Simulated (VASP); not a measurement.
# TiSi2 (P4mm) in VASP: further runs

The runs below take TiSi2 through relaxation of cell and atoms, with PBE.

Everything below comes from runs of VASP 6.6.1. Logs are shortened: lines on timing, memory, paths and dates and some standing lists are left out, and cuts for length are marked.

## Step 1: The cell of the first run

The structure is tetragonal, space group P4mm (No. 99). Conventional cell: a = 4.244 Å, b = 4.244 Å, c = 6.007 Å, α = 90.00°, β = 90.00°, γ = 90.00°. Within 2.8 Å of Ti (site symmetry 2mm) lie 3 Si at 2.12 to 2.20 Å. Within 2.8 Å of Si (site symmetry 2mm) lie 2 Si at 2.12 Å and 1 Ti at 2.20 Å. Si (site symmetry 4mm) has 4 Si at 2.12 Å within 2.8 Å. Within 2.8 Å of Si (site symmetry 4mm) lie 4 Ti at 2.12 Å.

The cell was built from a structure type or drawn by symmetry, and may not be a known phase.

## Step 2: Relaxation of cell and atoms, PBE

Input file INCAR:

```
PREC = Accurate ; ENCUT = 600
EDIFF = 1E-7 ; ISMEAR = 0
SIGMA = 0.1 ; LREAL = False
LASPH = True ; NELM = 80
ALGO = Normal ; ISIF = 3
LWAVE = False ; LCHARG = False
GGA = PE ; IBRION = 2
NSW = 90 ; EDIFFG = -0.04
```

Input file KPOINTS:

```
Automatic mesh
0
Gamma
  4 4 4
```

Input file POSCAR:

```
TiSi2
1.0
    4.2436258100      0.0000000000      0.0000000000
    0.0000000000      4.2436258100      0.0000000000
    0.0000000000      0.0000000000      6.0069598100
Ti Si
2 4
Direct
    0.0000000000      0.5000000000      0.7857397200
    0.5000000000      0.0000000000      0.7857397200
    0.0000000000      0.5000000000      0.1519894300
    0.5000000000      0.0000000000      0.1519894300
    0.0000000000      0.0000000000      0.1378132400
    0.5000000000      0.5000000000      0.7783086000
```

Potentials or basis: VASP PAW PBE potentials, release 64 (Ti_sv, Si).

The run is started by

```console
$ cat potpaw_PBE.64/Ti_sv/POTCAR potpaw_PBE.64/Si/POTCAR > POTCAR
$ mpirun -np 1 vasp_std > vasp.out
```

OUTCAR:

```text
PREC = Accurate
   ENCUT = 600
   EDIFF = 1E-7
   ISMEAR = 0
   LREAL = False
   LASPH = True
   NELM = 80
   ISIF = 3
   GGA = PE
   IBRION = 2
   NSW = 90
   EDIFFG = -0.04

 ion  position               nearest neighbor table
   1  0.000  0.500  0.786-   6 2.12   6 2.12   3 2.20   5 3.00   5 3.00
   2  0.500  0.000  0.786-   6 2.12   6 2.12   4 2.20   5 3.00   5 3.00
   3  0.000  0.500  0.152-   5 2.12   5 2.12   1 2.20   4 3.00   4 3.00   4 3.00   4 3.00   6 3.09
                             6 3.09
   4  0.500  0.000  0.152-   5 2.12   5 2.12   2 2.20   3 3.00   3 3.00   3 3.00   3 3.00   6 3.09
                             6 3.09
   5  0.000  0.000  0.138-   3 2.12   4 2.12   3 2.12   4 2.12   1 3.00   1 3.00   2 3.00   2 3.00

   6  0.500  0.500  0.778-   1 2.12   2 2.12   2 2.12   1 2.12   3 3.09   4 3.09   4 3.09   3 3.09

  LATTYP: Found a simple tetragonal cell.
 ALAT       =     4.2436258100
 C/A-ratio  =     1.4155253264

  Lattice vectors:

 A1 = (   4.2436258100,   0.0000000000,   0.0000000000)
 A2 = (   0.0000000000,   4.2436258100,   0.0000000000)
 A3 = (   0.0000000000,   0.0000000000,   6.0069598100)

Analysis of symmetry for initial positions (statically):
=====================================================================
 Subroutine PRICEL returns:
 Original cell was already a primitive cell.

 Routine SETGRP: Setting up the symmetry group for a
 simple tetragonal supercell.

 Subroutine GETGRP returns: Found  8 space group operations
 (whereof  8 operations were pure point group operations)
 out of a pool of 16 trial point group operations.

The static configuration has the point symmetry C_4v.

Analysis of symmetry for dynamics (positions and initial velocities):
=====================================================================
 Subroutine PRICEL returns:
 Original cell was already a primitive cell.

 Routine SETGRP: Setting up the symmetry group for a
 simple tetragonal supercell.

 Subroutine GETGRP returns: Found  8 space group operations
 (whereof  8 operations were pure point group operations)
 out of a pool of 16 trial point group operations.

The dynamic configuration has the point symmetry C_4v.

 Subroutine INISYM returns: Found  8 space group operations
 (whereof  8 operations are pure point group operations),
 and found     1 'primitive' translations

----------------------------------------------------------------------------------------

                                     Primitive cell

  volume of cell :     108.1755

  direct lattice vectors                    reciprocal lattice vectors
[... 85 lines left out ...]
   LASPH  =      T    aspherical Exc in radial PAW
   ENCUT  =  600.0 eV  44.10 Ry    6.64 a.u.   8.48  8.48 12.00*2*pi/ulx,y,z
   NELM   =     80;   NELMIN=  2; NELMDL= -5     # of ELM steps
   EDIFF  = 0.1E-06   stopping-criterion for ELM
   LREAL  =      F    real-space projection
   EDIFFG = -.4E-01   stopping-criterion for IOM
   NSW    =     90    number of steps for IOM
   IBRION =      2    ionic relax: 0-MD 1-quasi-New 2-CG
   NFREE  =      1    steps in history (QN), initial steepest desc. (CG)
   ISIF   =      3    stress and relaxation
   ISYM   =      2    0-nonsym 1-usesym 2-fastsym
   POTIM  = 0.5000    time-step for ionic-motion
   TEBEG  =    0.0;   TEEND  =   0.0 temperature during run
   PSTRESS=    0.0 pullay stress
   NELECT =      40.0000    total number of electrons
   NUPDOWN=      -1.0000    fix difference up-down
   EMIN   =  10.00;   EMAX   =-10.00  energy-range for DOS
   EFERMI =   0.00;   METHOD = LEGACY
   ISMEAR =     0;   SIGMA  =   0.10  broadening in eV -4-tet -1-fermi 0-gaus
   EFERMI_NEDOS =   21; number of points for ismear=-14 and -15
   IALGO  =     38    algorithm
   IMIX   =      4    mixing-type and parameters
     AMIX     =   0.40;   BMIX     =  1.00
     AMIX_MAG =   1.60;   BMIX_MAG =  1.00
  volume/ion in A,a.u.               =      18.03       121.67
  Fermi-wavevector in a.u.,A,eV,Ry     =   1.175038  2.220500 18.785754  1.380714
  Thomas-Fermi vector in A             =   2.311425
   LORBIT       =      0    0 simple, 1 ext, 2 COOP (PROOUT), +10 PAW based schemes
   GGA     = PE    functional components
   LHFCALC =     F    Hartree Fock is set to
   AEXX    =    0.0000 exact exchange contribution
   IVDW    =     0    specifies the selected vdW correction
   LEPSILON=     F    determine dielectric tensor
   LRPA    =     F    only Hartree local field effects (RPA)
 conjugate gradient relaxation of ions
 non-spin polarized calculation
 Gauss-broadening in eV      SIGMA  =   0.10
  energy-cutoff  :      600.00
  volume of cell :      108.18
 maximum number of plane-waves:      3648
 NGX is ok and might be reduce to    36

--------------------------------------- Ionic step        1  -------------------------------------------

 number of electron      39.9999997 magnetization

 Free energy of the ion-electron system (eV)
  ---------------------------------------------------
  ext. energy  EPLUGINS =         0.00000000
  ---------------------------------------------------
  free energy    TOTEN  =       -27.54746938 eV

  energy without entropy =      -27.52370530  energy(sigma->0) =      -27.53558734

------------------------ aborting loop because EDIFF is reached ----------------------------------------

  FORCE on cell =-STRESS in cart. coord.  units (eV):
  Direction    XX          YY          ZZ          XY          YZ          ZX
  --------------------------------------------------------------------------------------
  -------------------------------------------------------------------------------------
  Total       30.8349835     30.8349835     12.0163577      0.0000000      0.0000000      0.0000000
  in kB      456.6941117    456.6941117    177.9731719      0.0000000      0.0000000      0.0000000
  external PRESSURE =     363.7871318 kB  Pullay stress =       0.0000000 kB
[... 1090 lines left out ...]
     23       7.1029      0.00000
     24       8.3179      0.00000

[... ionic steps 4 to 37 ...]

--------------------------------------- Ionic step       38  -------------------------------------------

 number of electron      40.0000005 magnetization

------------------------ aborting loop because EDIFF is reached ----------------------------------------
[... 75 lines left out ...]
--------------------------------------- Ionic step       40  -------------------------------------------

 number of electron      40.0000005 magnetization

 Free energy of the ion-electron system (eV)
  ---------------------------------------------------
  ext. energy  EPLUGINS =         0.00000000
  ---------------------------------------------------
  free energy    TOTEN  =       -36.21521488 eV

  energy without entropy =      -36.18247224  energy(sigma->0) =      -36.19884356

 E-fermi :   7.4291     XC(G=0): -10.4701

 val. band max:        7.4239187876   @ k =   0.5000   0.0000   0.2500
 cond. band min:       7.4320182650   @ k =   0.5000   0.0000   0.2500
 fundamental gap:      0.0080994775
 Fermi energy:         7.4291490119
[... 517 lines left out ...]
  FREE ENERGIE OF THE ION-ELECTRON SYSTEM (eV)
  ---------------------------------------------------
  free  energy   TOTEN  =       -36.2152148803 eV

  energy  without entropy=      -36.1824722368  energy(sigma->0) =      -36.19884356

 reached required accuracy - stopping structural energy minimisation
```

OSZICAR:

```text
N       E                     dE             d eps       ncg     rms          rms(c)
DAV:   1     0.429445551227E+03    0.42945E+03   -0.21040E+04   864   0.187E+03
DAV:   2     0.217543887505E+02   -0.40769E+03   -0.40414E+03   880   0.503E+02
DAV:   3    -0.273142294694E+02   -0.49069E+02   -0.48469E+02  1608   0.142E+02
[... 578 lines left out ...]
DAV:   5    -0.362152085616E+02    0.66515E-05   -0.13186E-04  1176   0.746E-02    0.170E-02
DAV:   6    -0.362152134136E+02   -0.48519E-05   -0.72720E-06  1168   0.198E-02    0.715E-03
DAV:   7    -0.362152146006E+02   -0.11871E-05   -0.31993E-06  1296   0.113E-02    0.211E-03
DAV:   8    -0.362152149294E+02   -0.32880E-06   -0.16406E-07   720   0.305E-03    0.483E-04
DAV:   9    -0.362152148803E+02    0.49176E-07   -0.46950E-08   568   0.176E-03
  40 F= -.36215215E+02 E0= -.36198844E+02  d E =-.735075E-03
```

It took 37 min on 1 thread of Intel Xeon Platinum 8488C (Sapphire Rapids), shared host; peak memory 0.28 GiB.

What came out:

```
Free energy                           : -36.2152 eV
Relaxed volume                        : 17.79 Å³/atom
Relaxed cell                          : a = 4.559 Å, b = 4.559 Å, c = 5.135 Å, α = 90.00°, β = 90.00°, γ = 90.00°
Space group after relaxing (to 0.1 Å) : P4mm (No. 99)
Energy gained by relaxing             : 1444.6 meV/atom
Ionic steps                           : 40
Pressure after relaxing               : 0.1 GPa
Largest force after relaxing          : 0.032 eV/Å
Band gap on the k mesh                : zero (bands 20 and 21 overlap by 0.58 eV)
```

Forces in eV/Å, atoms in the order of the input:
```
Ti   0.000  0.000 -0.018
Ti   0.000  0.000 -0.018
Si   0.000  0.000  0.032
Si   0.000  0.000  0.032
Si   0.000  0.000 -0.010
Si   0.000  0.000 -0.018
```

The path:
| step | energy change (eV) | largest force (eV/Å) | pressure (GPa) | volume (Å³) |
| --- | --- | --- | --- | --- |
| 1 | 0.0000 | 4.2709 | 36.38 | 108.18 |
| 2 | -2.7657 | 0.8622 | -11.28 | 184.74 |
| 3 | -4.5374 | 1.0540 | -2.66 | 146.72 |
| 4 | -4.5384 | 1.0613 | -2.29 | 145.88 |
| 5 | -5.1738 | 1.2244 | -3.16 | 141.71 |
| 6 | -4.6677 | 6.9340 | 3.22 | 125.91 |
| 7 | -5.4748 | 3.0400 | -2.38 | 136.43 |
| 8 | -5.7492 | 3.0888 | -2.75 | 134.38 |
| 9 | -6.4883 | 2.9848 | -3.03 | 128.08 |
| 10 | -5.7276 | 1.0336 | 5.04 | 114.87 |
| 11 | -6.5727 | 3.1116 | -1.75 | 124.66 |
| 12 | -6.4973 | 1.7624 | 0.97 | 118.90 |
| 13 | -6.6309 | 2.7074 | -0.71 | 121.93 |
| 14 | -7.1408 | 0.6563 | -1.55 | 119.73 |
| 15 | -7.2244 | 0.7903 | -1.34 | 118.41 |
| 16 | -7.4583 | 0.7380 | -1.30 | 117.37 |
| 17 | -7.6519 | 1.0371 | -0.37 | 115.13 |
| 18 | -7.6875 | 1.0018 | -0.23 | 114.68 |
| 19 | -7.7852 | 0.8465 | 0.23 | 113.34 |
| 20 | -7.9231 | 1.0823 | 1.24 | 110.66 |
| 21 | -7.8706 | 1.4896 | 4.64 | 105.36 |
| 22 | -7.9642 | 1.2417 | 2.34 | 108.47 |
| 23 | -8.0041 | 1.2282 | 1.72 | 108.88 |
| 24 | -8.0967 | 1.1965 | -0.03 | 110.12 |
| 25 | -8.2073 | 1.0620 | -3.12 | 112.60 |
| 26 | -8.3051 | 1.0040 | -2.55 | 111.50 |
| 27 | -8.4694 | 0.9934 | 0.02 | 108.23 |
| 28 | -8.4733 | 1.0812 | 0.66 | 107.63 |
| 29 | -8.5367 | 0.9273 | 0.21 | 107.83 |
| 30 | -8.6049 | 0.5201 | -0.61 | 108.38 |
| 31 | -8.6063 | 0.5682 | -0.54 | 108.31 |
| 32 | -8.6292 | 0.4571 | -0.20 | 107.60 |
| 33 | -8.6443 | 0.2591 | 0.42 | 106.52 |
| 34 | -8.6517 | 0.2327 | -0.37 | 107.06 |
| 35 | -8.6523 | 0.2286 | -0.66 | 107.26 |
| 36 | -8.6580 | 0.1879 | -0.27 | 106.79 |
| 37 | -8.6617 | 0.1308 | 0.40 | 106.02 |
| 38 | -8.6653 | 0.0950 | 0.17 | 106.34 |
| 39 | -8.6670 | 0.0535 | -0.13 | 106.82 |
| 40 | -8.6677 | 0.0322 | 0.08 | 106.72 |

Final structure:
```yaml
crystal:
  lattice:
    - [4.55875, 0.00000, 0.00000]
    - [0.00000, 4.55875, 0.00000]
    - [0.00000, 0.00000, 5.13511]
  atoms:
    - { symbol: Ti, position: [0.00000, 0.50000, 0.71395] }
    - { symbol: Ti, position: [0.50000, 0.00000, 0.71395] }
    - { symbol: Si, position: [0.00000, 0.50000, 0.20695] }
    - { symbol: Si, position: [0.50000, 0.00000, 0.20695] }
    - { symbol: Si, position: [0.00000, 0.00000, 0.97430] }
    - { symbol: Si, position: [0.50000, 0.50000, 0.97548] }
```

Levels at points of the mesh, in eV from the Fermi level:
```tsv
k point	band 17	band 18	band 19	band 20	band 21	band 22	band 23	band 24
(0.00, 0.00, 0.00)	-0.88	-0.60	-0.60	-0.38	-0.38	0.47	0.59	1.89
(0.50, 0.00, 0.00)	-1.87	-1.87	-0.05	-0.05	0.37	0.37	0.77	0.80
(0.50, 0.50, 0.00)	-0.80	-0.80	-0.45	-0.44	0.14	0.14	1.08	1.09
(0.00, 0.00, 0.50)	-1.87	-0.78	-0.72	-0.72	0.47	0.47	1.55	1.55
(0.50, 0.00, 0.50)	-1.66	-1.65	-0.08	-0.07	0.04	0.04	1.01	1.01
(0.50, 0.50, 0.50)	-0.88	-0.88	0.20	0.20	0.64	0.64	0.72	0.72
```

Caveat: the k points lie up to 0.34 Å⁻¹ apart in the final cell, too coarse for converged energies and pressures of a metal.

## Step 3: Relaxation of cell and atoms, PBE

This run uses another cell than the first one: it holds 3 atoms, not 6.

Input file INCAR:

```
SYSTEM = TiSi2
PREC = Accurate ; ENCUT = 600
EDIFF = 1E-7 ; ISMEAR = 0
SIGMA = 0.1 ; LREAL = .FALSE.
LASPH = .TRUE. ; NELM = 100
ALGO = Normal ; ISIF = 3
LWAVE = .FALSE. ; LCHARG = .FALSE.
GGA = PE ; IBRION = 2
NSW = 100 ; EDIFFG = -0.01
```

Input file KPOINTS:

```
regular mesh
0
G
  14 14 10
  0 0 0
```

Input file POSCAR:

```
TiSi2
1.0
    3.2247334387      0.0000000000      0.0000000000
    0.0000000000      3.2247334387      0.0000000000
    0.0000000000      0.0000000000      5.1348685092
Ti Si
1 2
Direct
    0.5000000000      0.5000000000      0.2860057341
    0.5000000000      0.5000000000      0.7925749082
    0.0000000000      0.0000000000      0.0256292877
```

Potentials or basis: VASP PAW PBE potentials, release 64 (Ti_sv, Si).

The run is started by

```console
$ cat potpaw_PBE.64/Ti_sv/POTCAR potpaw_PBE.64/Si/POTCAR > POTCAR
$ mpirun -np 1 vasp_std > vasp.out
```

It took 13 min on 1 thread of Intel Xeon Platinum 8488C (Sapphire Rapids), shared host; peak memory 0.35 GiB.

The run converged. Its results:

| Quantity | Value |
| --- | --- |
| Free energy | -18.1369 eV |
| Relaxed volume | 17.68 Å³/atom |
| Relaxed cell | a = 3.202 Å, b = 3.202 Å, c = 5.174 Å, α = 90.00°, β = 90.00°, γ = 90.00° |
| Space group after relaxing (to 0.1 Å) | P4mm (No. 99) |
| Energy gained by relaxing | 1.1 meV/atom |
| Ionic steps | 7 |
| Pressure after relaxing | 0.0 GPa |
| Largest force after relaxing | 0.005 eV/Å |
| Band gap on the k mesh | zero (bands 10 and 11 overlap by 0.96 eV) |

Forces in eV/Å, atoms in the order of the input:
```
Ti   0.000  0.000  0.001
Si   0.000  0.000  0.004
Si   0.000  0.000 -0.005
```

The path:
```csv
step,energy change (eV),largest force (eV/Å),pressure (GPa),volume (Å³)
1,0.0000,0.0376,-0.13,53.40
2,-0.0027,0.0500,-0.18,53.29
3,-0.0030,0.0568,-0.20,53.24
4,-0.0033,0.0307,0.06,53.04
5,-0.0033,0.0258,0.10,53.00
6,-0.0033,0.0158,-0.06,53.06
7,-0.0033,0.0053,0.00,53.04
```

Final structure:
```yaml
crystal:
  lattice:
    - [3.20151, 0.00000, 0.00000]
    - [0.00000, 3.20151, 0.00000]
    - [0.00000, 0.00000, 5.17436]
  atoms:
    - { symbol: Ti, position: [0.50000, 0.50000, 0.28751] }
    - { symbol: Si, position: [0.50000, 0.50000, 0.79167] }
    - { symbol: Si, position: [0.00000, 0.00000, 0.02503] }
```

Levels at points of the mesh, in eV from the Fermi level:
```
           k point  band 7  band 8  band 9  band 10  band 11  band 12  band 13  band 14
(0.00, 0.00, 0.00)   -3.37   -0.88   -0.31    -0.31     0.58     1.94     1.97     1.97
(0.50, 0.00, 0.00)   -2.68   -2.49   -0.83    -0.44     0.21     1.14     1.86     3.78
(0.50, 0.50, 0.00)   -5.11   -5.11   -1.20    -0.66    -0.66     0.45     2.49     2.75
(0.00, 0.00, 0.50)   -2.31   -0.80   -0.65    -0.65     1.95     2.81     3.08     3.08
(0.50, 0.00, 0.50)   -3.96   -3.31   -0.87     0.26     0.58     0.80     2.89     4.44
(0.50, 0.50, 0.50)   -5.23   -5.23   -1.89    -1.86     0.44     0.44     1.51     1.51
```
